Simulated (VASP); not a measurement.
# LiBe2 (P-3m1) in VASP: notebook

LiBe2 is run at these levels: PBE; tasks: single point, relaxation of cell and atoms.

Program: VASP 6.6.1. These are calculated values, not measurements. Logs are shortened: lines on timing, memory, paths and dates and some standing lists are left out, and cuts for length are marked.

### Step 1. The cell of the first run

It takes space group P-3m1 (No. 164, trigonal). Conventional cell: a = 3.847 Å, b = 3.847 Å, c = 2.196 Å, α = 90.00°, β = 90.00°, γ = 120.00°. Li (site symmetry -3m) has 2 Li at 2.20 Å and 12 Be at 2.31 to 2.71 Å within 2.9 Å. Be (site symmetry 3m) has 8 Be at 2.20 to 2.57 Å and 6 Li at 2.31 to 2.71 Å within 2.9 Å.

### Step 2. Single point, PBE

The input, INCAR:

```
PREC = Accurate
ENCUT = 520
EDIFF = 1E-6
ISMEAR = 0
SIGMA = 0.1
LREAL = F
LASPH = T
NELM = 100
ALGO = Normal
ISIF = 2
LWAVE = F
LCHARG = F
GGA = PE
NBANDS = 10
```

The input, KPOINTS:

```
regular mesh
0
Gamma
  6 6 6
```

The input, POSCAR:

```
LiBe2
1.0
    3.8470144569      0.0000000000      0.0000000000
   -1.9235072285      3.3316122484      0.0000000000
    0.0000000000      0.0000000000      2.1964208330
Li Be
1 2
Direct
    0.0000000000      0.0000000000      0.0000000000
    0.6666666667      0.3333333333      0.7068974079
    0.3333333333      0.6666666667      0.2931025921
```

Potentials or basis: VASP PAW PBE potentials, release 64 (Li_sv, Be).

Launch:

```console
> cat potpaw_PBE.64/Li_sv/POTCAR potpaw_PBE.64/Be/POTCAR > POTCAR
> mpirun -np 1 vasp_std > vasp.out
```

OUTCAR:

```text
PREC = Accurate
   ENCUT = 520
   EDIFF = 1E-6
   ISMEAR = 0
   LREAL = F
   LASPH = T
   NELM = 100
   ISIF = 2
   GGA = PE

 ion  position               nearest neighbor table
   1  0.000  0.000  0.000-   2 2.31   3 2.31   2 2.31   3 2.31   2 2.31   3 2.31
   2  0.667  0.333  0.707-   1 2.31   1 2.31   1 2.31
   3  0.333  0.667  0.293-   1 2.31   1 2.31   1 2.31

  LATTYP: Found a hexagonal cell.
 ALAT       =     3.8470144569
 C/A-ratio  =     0.5709416634

  Lattice vectors:

 A1 = (   3.8470144569,   0.0000000000,   0.0000000000)
 A2 = (  -1.9235072285,   3.3316122484,   0.0000000000)
 A3 = (   0.0000000000,   0.0000000000,   2.1964208330)

Analysis of symmetry for initial positions (statically):
=====================================================================
 Subroutine PRICEL returns:
 Original cell was already a primitive cell.

 Routine SETGRP: Setting up the symmetry group for a
 hexagonal supercell.

 Subroutine GETGRP returns: Found 12 space group operations
 (whereof 12 operations were pure point group operations)
 out of a pool of 24 trial point group operations.

The static configuration has the point symmetry D_3d.

Analysis of symmetry for dynamics (positions and initial velocities):
=====================================================================
 Subroutine PRICEL returns:
 Original cell was already a primitive cell.

 Routine SETGRP: Setting up the symmetry group for a
 hexagonal supercell.

 Subroutine GETGRP returns: Found 12 space group operations
 (whereof 12 operations were pure point group operations)
 out of a pool of 24 trial point group operations.

The dynamic configuration has the point symmetry D_3d.

 Subroutine INISYM returns: Found 12 space group operations
 (whereof 12 operations are pure point group operations),
 and found     1 'primitive' translations

----------------------------------------------------------------------------------------

                                     Primitive cell

  volume of cell :      28.1510

  direct lattice vectors                    reciprocal lattice vectors
     3.847014457  0.000000000  0.000000000     0.259941836  0.150077489  0.000000000
    -1.923507229  3.331612248  0.000000000     0.000000000  0.300154978  0.000000000
     0.000000000  0.000000000  2.196420833     0.000000000  0.000000000  0.455286157

  length of vectors
     3.847014457  3.847014457  2.196420833     0.300154978  0.300154978  0.455286157

  position of ions in fractional coordinates (direct lattice)
     0.000000000  0.000000000  0.000000000
     0.666666667  0.333333333  0.706897408
     0.333333333  0.666666667  0.293102592

  ion indices of the primitive-cell ions
   primitive index   ion index
                 1           1
                 2           2
                 3           3

----------------------------------------------------------------------------------------

 KPOINTS: regular mesh

Automatic generation of k-mesh.
 Grid dimensions read from file:
 generate k-points for:    6    6    6

 Generating k-lattice:

  Cartesian coordinates                     Fractional coordinates (reciprocal lattice)
     0.043323639  0.025012915  0.000000000     0.166666667 -0.000000000  0.000000000
     0.000000000  0.050025830  0.000000000     0.000000000  0.166666667  0.000000000
     0.000000000  0.000000000  0.075881026     0.000000000  0.000000000  0.166666667

  Length of vectors
     0.050025830  0.050025830  0.075881026

  Shift w.r.t. Gamma in fractional coordinates (k-lattice)
     0.000000000  0.000000000  0.000000000

 Subroutine IBZKPT returns following result:
 ===========================================

 Found     34 irreducible k-points:

 Following reciprocal coordinates:
            Coordinates               Weight
  0.000000  0.000000  0.000000      1.000000
  0.166667 -0.000000  0.000000      6.000000
  0.333333  0.000000  0.000000      6.000000
  0.500000  0.000000  0.000000      3.000000
  0.166667  0.166667  0.000000      6.000000
  0.333333  0.166667  0.000000     12.000000
[... 16 lines left out ...]
  0.500000  0.000000  0.333333      6.000000
  0.166667  0.166667  0.333333     12.000000
 [... further k-points ...]
   k-points           NKPTS =     34   k-points in BZ     NKDIM =     34   number of bands    NBANDS=     10
   number of dos      NEDOS =    301   number of ions     NIONS =      3
   total plane-waves  NPLWV =  14400
   dimension x,y,z NGX =    30 NGY =   30 NGZ =   16
   dimension x,y,z NGXF=    60 NGYF=   60 NGZF=   32
   ions per type =               1   2
   NGX,Y,Z   is equivalent  to a cutoff of  12.96, 12.96, 12.11 a.u.
   NGXF,Y,Z  is equivalent  to a cutoff of  25.93, 25.93, 24.22 a.u.
 SYSTEM =  unknown system
   PREC   = accura    normal or accurate (medium, high low for compatibility)
   ISTART =      0    job   : 0-new  1-cont  2-samecut
   ICHARG =      2    charge: 1-file 2-atom 10-const
   ISPIN  =      1    spin polarized calculation?
   LNONCOLLINEAR =      F non collinear calculations
   LSORBIT =      F    spin-orbit coupling
   LASPH  =      T    aspherical Exc in radial PAW
   ENCUT  =  520.0 eV  38.22 Ry    6.18 a.u.   7.15  7.15  4.08*2*pi/ulx,y,z
   NELM   =    100;   NELMIN=  2; NELMDL= -5     # of ELM steps
   EDIFF  = 0.1E-05   stopping-criterion for ELM
   LREAL  =      F    real-space projection
[... 7 lines left out ...]
   TEBEG  =    0.0;   TEEND  =   0.0 temperature during run
   PSTRESS=    0.0 pullay stress
   NELECT =       7.0000    total number of electrons
   NUPDOWN=      -1.0000    fix difference up-down
   EMIN   =  10.00;   EMAX   =-10.00  energy-range for DOS
   EFERMI =   0.00;   METHOD = LEGACY
   ISMEAR =     0;   SIGMA  =   0.10  broadening in eV -4-tet -1-fermi 0-gaus
   EFERMI_NEDOS =   21; number of points for ismear=-14 and -15
   IALGO  =     38    algorithm
   IMIX   =      4    mixing-type and parameters
     AMIX     =   0.40;   BMIX     =  1.00
     AMIX_MAG =   1.60;   BMIX_MAG =  1.00
  volume/ion in A,a.u.               =       9.38        63.32
  Fermi-wavevector in a.u.,A,eV,Ry     =   1.029460  1.945398 14.419296  1.059788
  Thomas-Fermi vector in A             =   2.163509
   LORBIT       =      0    0 simple, 1 ext, 2 COOP (PROOUT), +10 PAW based schemes
   GGA     = PE    functional components
   LHFCALC =     F    Hartree Fock is set to
   AEXX    =    0.0000 exact exchange contribution
   IVDW    =     0    specifies the selected vdW correction
   LEPSILON=     F    determine dielectric tensor
   LRPA    =     F    only Hartree local field effects (RPA)
 non-spin polarized calculation
 Gauss-broadening in eV      SIGMA  =   0.10
  energy-cutoff  :      520.00
  volume of cell :       28.15
 maximum number of plane-waves:       770
 NGX is ok and might be reduce to    30
   NGX = 15   NGY = 15   NGZ =  9

 number of electron       7.0000003 magnetization

 Free energy of the ion-electron system (eV)
  ---------------------------------------------------
  ext. energy  EPLUGINS =         0.00000000
  ---------------------------------------------------
  free energy    TOTEN  =        -9.04771690 eV

  energy without entropy =       -9.04161735  energy(sigma->0) =       -9.04466713

 E-fermi :   4.3157     XC(G=0):  -9.7852

 val. band max:        4.3033697177   @ k =   0.3333   0.1667   0.3333
 cond. band min:       4.5840052661   @ k =   0.0000   0.0000   0.0000
 fundamental gap:      0.2806355484
 Fermi energy:         4.3157427595

 k-point     1 :       0.0000    0.0000    0.0000
  band No.  band energies     occupation
      1     -41.0803      2.00000
      2      -3.7654      2.00000
      3       4.5840      0.00015
      4       4.5840      0.00015
      5       6.1669      0.00000
      6       6.1669      0.00000
      7       9.4077      0.00000
      8      14.7156      0.00000
      9      19.3250      0.00000
     10      22.5229      0.00000

 k-point     2 :       0.1667   -0.0000    0.0000
  band No.  band energies     occupation
      1     -41.0800      2.00000
      2      -3.5246      2.00000
      3       2.7474      2.00000
      4       3.4127      2.00000
      5       7.0768      0.00000
      6       8.0422      0.00000
      7      10.7017      0.00000
      8      15.3820      0.00000
      9      19.4565      0.00000
     10      22.4754      0.00000

 k-point     3 :       0.3333    0.0000    0.0000
  band No.  band energies     occupation
      1     -41.0794      2.00000
      2      -2.8232      2.00000
      3       0.5649      2.00000
      4       2.3775      2.00000
      5       7.3812      0.00000
      6      11.1538      0.00000
      7      13.4519      0.00000
      8      17.3138      0.00000
      9      19.3071      0.00000
     10      19.6759      0.00000

 k-point     4 :       0.5000    0.0000    0.0000
  band No.  band energies     occupation
      1     -41.0791      2.00000
      2      -2.0739      2.00000
      3      -0.7027      2.00000
      4       2.0232      2.00000
      5       7.4293      0.00000
      6      14.1808      0.00000
      7      15.6018      0.00000
      8      15.9240      0.00000
      9      17.3008      0.00000
     10      19.1407      0.00000

 k-point     5 :       0.1667    0.1667    0.0000
  band No.  band energies     occupation
      1     -41.0796      2.00000
      2      -3.0489      2.00000
      3       1.3088      2.00000
      4       2.2072      2.00000
      5       8.3653      0.00000
      6       9.1045      0.00000
      7      13.0179      0.00000
      8      16.6971      0.00000
      9      19.3852      0.00000
     10      19.7831      0.00000

 k-point     6 :       0.3333    0.1667    0.0000
  band No.  band energies     occupation
      1     -41.0791      2.00000
      2      -2.1700      2.00000
      3      -0.3258      2.00000
      4       1.4694      2.00000
      5       8.6764      0.00000
      6      11.7284      0.00000
      7      15.6682      0.00000
      8      15.9671      0.00000
      9      18.8340      0.00000
     10      19.8305      0.00000
[... 183 lines left out ...]
 k-point    21 :       0.3333    0.0000    0.3333
  band No.  band energies     occupation
      1     -40.9574      2.00000
      2      -0.3178      2.00000
      3       2.8015      2.00000
      4       5.6880      0.00000
      5       8.1115      0.00000
      6       9.0807      0.00000
      7      12.4347      0.00000
      8      13.7975      0.00000
      9      15.6557      0.00000
     10      16.2253      0.00000

 k-point    22 :       0.0000    0.3333    0.3333
  band No.  band energies     occupation
      1     -40.9574      2.00000
      2      -0.3701      2.00000
      3       3.1559      2.00000
      4       5.7207      0.00000
      5       6.4473      0.00000
      6      11.8366      0.00000
      7      12.5954      0.00000
      8      13.0644      0.00000
      9      13.3442      0.00000
     10      17.9460      0.00000

 k-point    23 :       0.5000    0.0000    0.3333
  band No.  band energies     occupation
      1     -40.9571      2.00000
      2       0.4776      2.00000
      3       1.6674      2.00000
      4       5.3583      0.00000
      5       7.2037      0.00000
      6      10.5913      0.00000
      7      12.3729      0.00000
      8      14.1640      0.00000
      9      14.4959      0.00000
     10      17.5465      0.00000

 k-point    24 :       0.1667    0.1667    0.3333
  band No.  band energies     occupation
      1     -40.9575      2.00000
      2      -0.5829      2.00000
      3       3.7016      2.00000
      4       5.1019      0.00000
      5       7.8031      0.00000
      6      10.4599      0.00000
      7      12.3439      0.00000
      8      12.6271      0.00000
      9      14.3765      0.00000
     10      16.9073      0.00000

 [... further k-points ...]

------------------------ aborting loop because EDIFF is reached ----------------------------------------

  FORCE on cell =-STRESS in cart. coord.  units (eV):
  Direction    XX          YY          ZZ          XY          YZ          ZX
  --------------------------------------------------------------------------------------
  -------------------------------------------------------------------------------------
  Total        0.0221877      0.0221877     -0.0320946     -0.0000000      0.0000000     -0.0000000
  in kB        1.2627856      1.2627856     -1.8266207     -0.0000000      0.0000000     -0.0000000
  external PRESSURE =       0.2329835 kB  Pullay stress =       0.0000000 kB

 VOLUME and BASIS-vectors are now :
 -----------------------------------------------------------------------------
  energy-cutoff  :      520.00
  volume of cell :       28.15
      direct lattice vectors                 reciprocal lattice vectors
     3.847014457  0.000000000  0.000000000     0.259941836  0.150077489  0.000000000
    -1.923507229  3.331612248  0.000000000     0.000000000  0.300154978  0.000000000
     0.000000000  0.000000000  2.196420833     0.000000000  0.000000000  0.455286157

 POSITION                                       TOTAL-FORCE (eV/Angst)
 -----------------------------------------------------------------------------------
      0.00000      0.00000      0.00000         0.000000      0.000000      0.000000
      1.92351      1.11054      1.55264         0.000000     -0.000000     -0.003913
     -0.00000      2.22107      0.64378        -0.000000      0.000000      0.003913
 -----------------------------------------------------------------------------------
    total drift:                               -0.000000     -0.000000      0.000000

  FREE ENERGIE OF THE ION-ELECTRON SYSTEM (eV)
  ---------------------------------------------------
  free  energy   TOTEN  =        -9.0477169022 eV

  energy  without entropy=       -9.0416173484  energy(sigma->0) =       -9.04466713
```

Run time: 5.4 s. Hardware: 1 thread of Intel Xeon 6975P-C (Granite Rapids), shared host; peak memory 0.13 GiB.

What came out:

```yaml
Free_energy: -9.0477 eV
Largest_force: 0.004 eV/Å
Band_gap_on_the_k_mesh: zero (an odd number of electrons rules out a gap without spin polarisation)
```

Forces in eV/Å, atoms in the order of the input:
```
Li   0.000  0.000  0.000
Be   0.000  0.000 -0.004
Be   0.000  0.000  0.004
```

Caveat: the k points lie up to 0.48 Å⁻¹ apart, too coarse for converged energies and pressures of a metal; the cutoff is under 1.25 times the usual one of these potentials, so pressure, stress and relaxed cells hold a basis-set (Pulay) error.

(Part 1 of 2 ends here.)
